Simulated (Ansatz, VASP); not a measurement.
Bi2Se3 in VASP and in Ansatz

```
Bi Se
1.0
     2.07150    1.19598    9.54533
    -2.07150    1.19598    9.54533
     0.00000   -2.39196    9.54533
Bi Se
2 3
Cartesian
  0.0000 0.0000 17.1587
  0.0000 0.0000 11.4773
  0.0000 0.0000 22.5738
  0.0000 0.0000 6.0622
  0.0000 0.0000 0.0000
```

Alike in both runs: task single point; functional LDA; k mesh 8 × 8 × 8; occupations fermi-dirac, width 0.05 eV; no spin polarisation.

|  | VASP | Ansatz |
| --- | --- | --- |
| version | VASP 6.6.1 | Ansatz 0.2.0 |
| potentials or method | VASP PAW LDA potentials, release 64 (Bi_d, Se), cutoff 520 eV | all-electron LAPW, scalar-relativistic |

```tsv
	VASP	Ansatz	Ansatz less VASP
gap on the k mesh at the Fermi level (eV)	0.09	0.10	+0.006
least direct gap on the mesh (eV)	0.09	0.10	+0.006
pressure (GPa)	-1.7	-1.8	-0.14
traceless stress, the component that is largest in VASP (GPa)	-0.08	-0.08	+0.003
rms of the force components (eV/Å)	0.050	0.043	-0.0070
```

LDA's correlation is that of Perdew and Zunger in VASP and of Perdew and Wang (1992) in Ansatz. Atom by atom the forces differ by 0.013 eV/Å (rms over components). Ansatz ran all-electron here, and VASP with PAW potentials.

Neither program's run includes spin-orbit coupling.
